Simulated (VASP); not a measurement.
# CdSe (R3m) in VASP: notebook

The runs below take CdSe through electric field gradients, with PBEsol.

All numbers are computed with VASP 6.6.1; they aren't measurements. Logs are shortened: lines on timing, memory, paths and dates and some standing lists are left out, and cuts for length are marked.

## 1. The cell of the first run

It takes space group R3m (No. 160, trigonal). Conventional cell: a = 4.342 Å, b = 4.342 Å, c = 10.636 Å, α = 90.00°, β = 90.00°, γ = 120.00°. Within 3.4 Å of Cd (site symmetry 3m) lie 4 Se at 2.58 to 2.92 Å. Se (site symmetry 3m) has 4 Cd at 2.58 to 2.92 Å within 3.4 Å.

## 2. Electric field gradients, PBEsol (shortest bond scaled by 1.1)

INCAR

```
SYSTEM = CdSe
  PREC = Accurate
  ENCUT = 520
  EDIFF = 1E-8
  ISMEAR = -1
  SIGMA = 0.03
  LREAL = .FALSE.
  LASPH = .TRUE.
  NELM = 60
  ALGO = Normal
  ISIF = 2
  LWAVE = .FALSE.
  LCHARG = .FALSE.
  GGA = PS
  LEFG = .TRUE.
  NBANDS = 16
```

KPOINTS

```
Automatic mesh
0
G
  7 7 7
  0 0 0
```

POSCAR

```
CdSe
1.0
    0.0000000000      3.0702711986      3.0702711986
    3.0702711986      0.0000000000      3.0702711986
    3.0702711986      3.0702711986      0.0000000000
Cd Se
1 1
Direct
    0.0375000000     -0.0125000000     -0.0125000000
    0.2125000000      0.2625000000      0.2625000000
```

Potentials or basis: VASP PAW PBE potentials, release 64 (Cd, Se).

Launch:

```
cat potpaw_PBE.64/Cd/POTCAR potpaw_PBE.64/Se/POTCAR > POTCAR
mpirun -np 1 vasp_std > vasp.out
```

OUTCAR:

```text
SYSTEM = CdSe
   PREC = Accurate
   ENCUT = 520
   EDIFF = 1E-8
   ISMEAR = -1
   LREAL = .FALSE.
   LASPH = .TRUE.
   NELM = 60
   ISIF = 2
   GGA = PS

 ion  position               nearest neighbor table
   1  0.038  0.987  0.987-   2 2.58   2 2.58   2 2.58   2 2.92
   2  0.212  0.263  0.263-   1 2.58   1 2.58   1 2.58   1 2.92

  LATTYP: Found a face centered cubic cell.
 ALAT       =     6.1405423972

  Lattice vectors:

 A1 = (   0.0000000000,   3.0702711986,   3.0702711986)
 A2 = (   3.0702711986,   0.0000000000,   3.0702711986)
 A3 = (   3.0702711986,   3.0702711986,   0.0000000000)

Analysis of symmetry for initial positions (statically):
=====================================================================
 Subroutine PRICEL returns:
 Original cell was already a primitive cell.

 Routine SETGRP: Setting up the symmetry group for a
 face centered cubic supercell.

 Subroutine GETGRP returns: Found  6 space group operations
 (whereof  6 operations were pure point group operations)
 out of a pool of 48 trial point group operations.

The static configuration has the point symmetry C_3v.

Analysis of symmetry for dynamics (positions and initial velocities):
=====================================================================
 Subroutine PRICEL returns:
 Original cell was already a primitive cell.

 Routine SETGRP: Setting up the symmetry group for a
 face centered cubic supercell.

 Subroutine GETGRP returns: Found  6 space group operations
 (whereof  6 operations were pure point group operations)
 out of a pool of 48 trial point group operations.

The dynamic configuration has the point symmetry C_3v.

 Subroutine INISYM returns: Found  6 space group operations
 (whereof  6 operations are pure point group operations),
 and found     1 'primitive' translations

----------------------------------------------------------------------------------------

                                     Primitive cell

  volume of cell :      57.8842

  direct lattice vectors                    reciprocal lattice vectors
     0.000000000  3.070271199  3.070271199    -0.162852063  0.162852063  0.162852063
     3.070271199  0.000000000  3.070271199     0.162852063 -0.162852063  0.162852063
     3.070271199  3.070271199  0.000000000     0.162852063  0.162852063 -0.162852063

  length of vectors
     4.342019169  4.342019169  4.342019169     0.282068048  0.282068048  0.282068048

  position of ions in fractional coordinates (direct lattice)
     0.037500000  0.987500000  0.987500000
     0.212500000  0.262500000  0.262500000

  ion indices of the primitive-cell ions
   primitive index   ion index
                 1           1
                 2           2

----------------------------------------------------------------------------------------

 KPOINTS: Automatic mesh

Automatic generation of k-mesh.
 Grid dimensions read from file:
 generate k-points for:    7    7    7

 Generating k-lattice:

  Cartesian coordinates                     Fractional coordinates (reciprocal lattice)
    -0.023264580  0.023264580  0.023264580     0.142857143  0.000000000  0.000000000
     0.023264580 -0.023264580  0.023264580     0.000000000  0.142857143  0.000000000
     0.023264580  0.023264580 -0.023264580     0.000000000  0.000000000  0.142857143

  Length of vectors
     0.040295435  0.040295435  0.040295435

  Shift w.r.t. Gamma in fractional coordinates (k-lattice)
     0.000000000  0.000000000  0.000000000

 Subroutine IBZKPT returns following result:
 ===========================================

 Found     44 irreducible k-points:

 Following reciprocal coordinates:
            Coordinates               Weight
  0.000000  0.000000  0.000000      1.000000
  0.142857  0.000000  0.000000      2.000000
  0.000000  0.142857  0.000000      6.000000
  0.285714  0.000000  0.000000      2.000000
  0.000000  0.285714  0.000000      6.000000
  0.428571  0.000000  0.000000      2.000000
[... 16 lines left out ...]
  0.285714  0.285714  0.000000      6.000000
  0.428571  0.285714  0.000000      6.000000
 [... further k-points ...]
   k-points           NKPTS =     44   k-points in BZ     NKDIM =     44   number of bands    NBANDS=     16
   number of dos      NEDOS =    301   number of ions     NIONS =      2
   total plane-waves  NPLWV =  32768
   dimension x,y,z NGX =    32 NGY =   32 NGZ =   32
   dimension x,y,z NGXF=    64 NGYF=   64 NGZF=   64
   ions per type =               1   1
   NGX,Y,Z   is equivalent  to a cutoff of  12.25, 12.25, 12.25 a.u.
   NGXF,Y,Z  is equivalent  to a cutoff of  24.50, 24.50, 24.50 a.u.
 SYSTEM =  CdSe
   PREC   = accura    normal or accurate (medium, high low for compatibility)
   ISTART =      0    job   : 0-new  1-cont  2-samecut
   ICHARG =      2    charge: 1-file 2-atom 10-const
   ISPIN  =      1    spin polarized calculation?
   LNONCOLLINEAR =      F non collinear calculations
   LSORBIT =      F    spin-orbit coupling
   LASPH  =      T    aspherical Exc in radial PAW
   ENCUT  =  520.0 eV  38.22 Ry    6.18 a.u.   8.07  8.07  8.07*2*pi/ulx,y,z
   NELM   =     60;   NELMIN=  2; NELMDL= -5     # of ELM steps
   EDIFF  = 0.1E-07   stopping-criterion for ELM
   LREAL  =      F    real-space projection
   EDIFFG = 0.1E-06   stopping-criterion for IOM
   NSW    =      0    number of steps for IOM
   IBRION =     -1    ionic relax: 0-MD 1-quasi-New 2-CG
   NFREE  =      0    steps in history (QN), initial steepest desc. (CG)
   ISIF   =      2    stress and relaxation
   ISYM   =      2    0-nonsym 1-usesym 2-fastsym
   POTIM  = 0.5000    time-step for ionic-motion
   TEBEG  =    0.0;   TEEND  =   0.0 temperature during run
   PSTRESS=    0.0 pullay stress
   NELECT =      18.0000    total number of electrons
   NUPDOWN=      -1.0000    fix difference up-down
   EMIN   =  10.00;   EMAX   =-10.00  energy-range for DOS
   EFERMI =   0.00;   METHOD = LEGACY
   ISMEAR =    -1;   SIGMA  =   0.03  broadening in eV -4-tet -1-fermi 0-gaus
   EFERMI_NEDOS =   21; number of points for ismear=-14 and -15
   IALGO  =     38    algorithm
   IMIX   =      4    mixing-type and parameters
     AMIX     =   0.40;   BMIX     =  1.00
     AMIX_MAG =   1.60;   BMIX_MAG =  1.00
  volume/ion in A,a.u.               =      28.94       195.31
  Fermi-wavevector in a.u.,A,eV,Ry     =   1.109121  2.095935 16.737199  1.230149
  Thomas-Fermi vector in A             =   2.245657
   LORBIT       =      0    0 simple, 1 ext, 2 COOP (PROOUT), +10 PAW based schemes
   GGA     = PS    functional components
   LHFCALC =     F    Hartree Fock is set to
   AEXX    =    0.0000 exact exchange contribution
   IVDW    =     0    specifies the selected vdW correction
   LEPSILON=     F    determine dielectric tensor
   LRPA    =     F    only Hartree local field effects (RPA)
 non-spin polarized calculation
  energy-cutoff  :      520.00
  volume of cell :       57.88
 maximum number of plane-waves:      1580
   NGX = 17   NGY = 17   NGZ = 17

 number of electron      17.9999998 magnetization

 Free energy of the ion-electron system (eV)
  ---------------------------------------------------
  ext. energy  EPLUGINS =         0.00000000
  ---------------------------------------------------
  free energy    TOTEN  =        -6.06372183 eV

  energy without entropy =       -6.06371949  energy(sigma->0) =       -6.06372066

 E-fermi :   0.8557     XC(G=0):  -8.9682

 val. band max:        0.6325123832   @ k =   0.0000   0.0000   0.0000
 cond. band min:       1.0708806186   @ k =   0.0000   0.0000   0.0000
 fundamental gap:      0.4383682353
 Fermi energy:         0.8556898857

 k-point     1 :       0.0000    0.0000    0.0000
  band No.  band energies     occupation
      1     -11.9316      2.00000
      2      -7.3736      2.00000
      3      -7.3736      2.00000
      4      -7.1073      2.00000
      5      -6.9344      2.00000
      6      -6.9344      2.00000
[... 8 lines left out ...]
     15      11.4816      0.00000
     16      11.4816      0.00000

 k-point     2 :       0.1429    0.0000    0.0000
  band No.  band energies     occupation
      1     -11.8735      2.00000
      2      -7.3635      2.00000
      3      -7.3635      2.00000
      4      -7.0534      2.00000
      5      -6.9312      2.00000
      6      -6.9312      2.00000
[... 8 lines left out ...]
     15      10.7755      0.00000
     16      10.8667      0.00000

 k-point     3 :       0.0000    0.1429    0.0000
  band No.  band energies     occupation
      1     -11.8618      2.00000
      2      -7.3399      2.00000
      3      -7.3281      2.00000
      4      -7.0829      2.00000
      5      -6.9385      2.00000
      6      -6.9327      2.00000
[... 8 lines left out ...]
     15      10.6301      0.00000
     16      10.9530      0.00000

 k-point     4 :       0.2857    0.0000    0.0000
  band No.  band energies     occupation
      1     -11.7413      2.00000
      2      -7.3445      2.00000
      3      -7.3445      2.00000
      4      -6.9191      2.00000
      5      -6.9191      2.00000
      6      -6.8798      2.00000
[... 8 lines left out ...]
     15      10.8648      0.00000
     16      10.8648      0.00000

 k-point     5 :       0.0000    0.2857    0.0000
  band No.  band energies     occupation
      1     -11.7021      2.00000
      2      -7.2651      2.00000
      3      -7.2078      2.00000
      4      -7.0041      2.00000
      5      -6.9433      2.00000
      6      -6.8988      2.00000
[... 8 lines left out ...]
     15      10.4219      0.00000
     16      10.8444      0.00000

 k-point     6 :       0.4286    0.0000    0.0000
  band No.  band energies     occupation
      1     -11.6339      2.00000
      2      -7.3333      2.00000
      3      -7.3333      2.00000
      4      -6.9044      2.00000
      5      -6.9044      2.00000
      6      -6.6541      2.00000
[... 8 lines left out ...]
     15      12.1499      0.00000
     16      12.1499      0.00000
[... 267 lines left out ...]
 k-point    21 :      -0.1429    0.1429    0.0000
  band No.  band energies     occupation
      1     -11.7787      2.00000
      2      -7.3271      2.00000
      3      -7.3141      2.00000
      4      -7.0067      2.00000
      5      -6.9434      2.00000
      6      -6.8970      2.00000
[... 8 lines left out ...]
     15      10.8422      0.00000
     16      12.0639      0.00000

 k-point    22 :       0.0000   -0.1429    0.1429
  band No.  band energies     occupation
      1     -11.7597      2.00000
      2      -7.2903      2.00000
      3      -7.2328      2.00000
      4      -7.0519      2.00000
      5      -6.9380      2.00000
      6      -6.9325      2.00000
[... 8 lines left out ...]
     15      10.7028      0.00000
     16      11.9175      0.00000

 k-point    23 :       0.2857    0.2857    0.0000
  band No.  band energies     occupation
      1     -11.6405      2.00000
      2      -7.2265      2.00000
      3      -7.1932      2.00000
      4      -7.0450      2.00000
      5      -6.9026      2.00000
      6      -6.8620      2.00000
[... 8 lines left out ...]
     15      12.2447      0.00000
     16      13.9276      0.00000

 k-point    24 :       0.4286    0.2857    0.0000
  band No.  band energies     occupation
      1     -11.5498      2.00000
      2      -7.2064      2.00000
      3      -7.1969      2.00000
      4      -7.0273      2.00000
      5      -6.8906      2.00000
      6      -6.6825      2.00000
[... 8 lines left out ...]
     15      13.0717      0.00000
     16      13.7634      0.00000

 [... further k-points ...]

------------------------ aborting loop because EDIFF is reached ----------------------------------------

  FORCE on cell =-STRESS in cart. coord.  units (eV):
  Direction    XX          YY          ZZ          XY          YZ          ZX
  --------------------------------------------------------------------------------------
  -------------------------------------------------------------------------------------
  Total       -0.0717489     -0.0717489     -0.0717489      0.5241167     -0.5241167      0.5241167
  in kB       -1.9859376     -1.9859376     -1.9859376     14.5070264    -14.5070264     14.5070264
  external PRESSURE =      -1.9859376 kB  Pullay stress =       0.0000000 kB

 VOLUME and BASIS-vectors are now :
 -----------------------------------------------------------------------------
  energy-cutoff  :      520.00
  volume of cell :       57.88
      direct lattice vectors                 reciprocal lattice vectors
     0.000000000  3.070271199  3.070271199    -0.162852063  0.162852063  0.162852063
     3.070271199  0.000000000  3.070271199     0.162852063 -0.162852063  0.162852063
     3.070271199  3.070271199  0.000000000     0.162852063  0.162852063 -0.162852063

 POSITION                                       TOTAL-FORCE (eV/Angst)
 -----------------------------------------------------------------------------------
      6.06379      3.14703      3.14703         0.384707     -0.384707     -0.384707
      1.61189      1.45838      1.45838        -0.384707      0.384707      0.384707
 -----------------------------------------------------------------------------------
    total drift:                               -0.000123      0.000122      0.000122

  FREE ENERGIE OF THE ION-ELECTRON SYSTEM (eV)
  ---------------------------------------------------
  free  energy   TOTEN  =        -6.0637218254 eV

  energy  without entropy=       -6.0637194866  energy(sigma->0) =       -6.06372066

 Electric field gradients (V/A^2)
---------------------------------------------------------------------
 ion       V_xx      V_yy      V_zz      V_xy      V_xz      V_yz
---------------------------------------------------------------------
   1      -0.000     0.000     0.000   -53.263   -53.263    53.259
   2      -0.000     0.000     0.000    39.306    39.306   -39.305
---------------------------------------------------------------------

 Electric field gradients after diagonalization (V/A^2)
 (convention: |V_zz| > |V_xx| > |V_yy|)
----------------------------------------------------------------------
 ion       V_xx      V_yy      V_zz     asymmetry (V_yy - V_xx)/ V_zz
----------------------------------------------------------------------
   1     -53.264   -53.259   106.523       0.000
   2      39.306    39.305   -78.611       0.000
----------------------------------------------------------------------

           NMR quadrupolar parameters

 Cq : quadrupolar parameter    Cq=e*Q*V_zz/h
 eta: asymmetry parameters     (V_yy - V_xx)/ V_zz
 Q  : nuclear electric quadrupole moment in mb (millibarn)
----------------------------------------------------------------------
 ion       Cq(MHz)       eta       Q (mb)
----------------------------------------------------------------------
   1       0.258       0.000       1.000
   2      -0.190       0.000       1.000
----------------------------------------------------------------------
```

Wall time 17 s (1 thread of Intel Xeon 6975P-C (Granite Rapids), shared host); peak memory 0.19 GiB.

Results:

| Quantity | Value |
| --- | --- |
| Free energy | -6.0637 eV |
| Pressure | -0.2 GPa |
| Largest force | 0.666 eV/Å |
| Band gap on the k mesh | 0.44 eV, direct |

Forces on the atoms (eV/Å):
```
Cd   0.385 -0.385 -0.385
Se  -0.385  0.385  0.385
```

Levels at points of the mesh, in eV from the valence-band top:
```tsv
k point	band 7	band 8	band 9	band 10	band 11	band 12
(0.00, 0.00, 0.00)	-0.13	-0.13	0.00	0.44	5.91	5.91
```

Electric field gradients, principal values (V/Å²):
| atom | least | middle | greatest (by size) |
| --- | --- | --- | --- |
| 1 Cd | -53.259 | -53.264 | 106.523 |
| 2 Se | 39.305 | 39.306 | -78.611 |

Caveat: the cell differs from its parent crystal (shortest bond scaled by 1.1); without QUAD_EFG the Cq values of the log hold for a quadrupole moment of 1 mb, not for the nuclei; the PAW data sets were made with another functional, which shifts forces and pressure a little.

(Part 1 of 2 ends here.)
